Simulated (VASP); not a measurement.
**Ti: relaxation of cell and atoms with PBEsol**

Ti:

```
CELL_PARAMETERS angstrom
2.95000 0.00000 0.00000
-1.47500 2.55477 0.00000
0.00000 0.00000 4.68000
ATOMIC_POSITIONS crystal
Ti 0.33333 0.66667 0.25000
Ti 0.66667 0.33333 0.75000
```

| Item | Value |
| --- | --- |
| Program | VASP 6.6.1 |
| Task | relaxation of cell and atoms |
| Functional | PBEsol |
| Potentials or basis | VASP PAW PBE potentials, release 64 (Ti_sv) |
| Cutoff | 500 eV |
| k mesh | 13 × 13 × 7 |
| Occupations | fermi-dirac, width 0.05 eV |
| Spin | no spin polarisation |
| Dipole correction | no |
| Further INCAR settings | ALGO = Normal; EDIFF = 1e-07; IBRION = 2; EDIFFG = -0.01; NSW = 80; ISIF = 3 |

```yaml
Relaxed_volume: 16.69 Å³/atom
Relaxed_cell: a = 2.897 Å, b = 2.897 Å, c = 4.591 Å, α = 90.00°, β = 90.00°, γ = 120.00°
Space_group_after_relaxing_to_0.1_Å: P6_3/mmc (No. 194)
Energy_gained_by_relaxing: 18.5 meV/atom
Ionic_steps: 3
Pressure_after_relaxing: 0.0 GPa
Band_gap_on_the_k_mesh: zero (bands 12 and 13 overlap by 1.14 eV)
```

Step by step:
```
step  energy change (eV)  largest force (eV/Å)  pressure (GPa)  volume (Å³)
   1              0.0000                0.0000           -5.99        35.27
   2             -0.0151                0.0000            5.31        32.01
   3             -0.0370                0.0000           -0.03        33.38
```

Final structure:
```xyz
2
Lattice="2.8974 0.0000 0.0000 -1.4487 2.5092 0.0000 0.0000 0.0000 4.5914" Properties=species:S:1:pos:R:3 pbc="T T T"
Ti    0.0000    1.6728    1.1478
Ti    1.4487    0.8364    3.4435
```

Levels at points of the mesh, in eV from the Fermi level:
| k point | band 8 | band 9 | band 10 | band 11 | band 12 | band 13 | band 14 | band 15 | band 16 |
| --- | --- | --- | --- | --- | --- | --- | --- | --- | --- |
| (0.00, 0.00, 0.00) | -32.46 | -6.31 | -2.80 | 0.79 | 0.79 | 0.88 | 0.91 | 1.32 | 1.32 |

Wall time 3 min on 1 thread of Intel Xeon 8259CL, on a shared host, peak memory 0.18 GiB.

Caveat: the PAW data sets were made with another functional, which shifts forces and pressure a little.
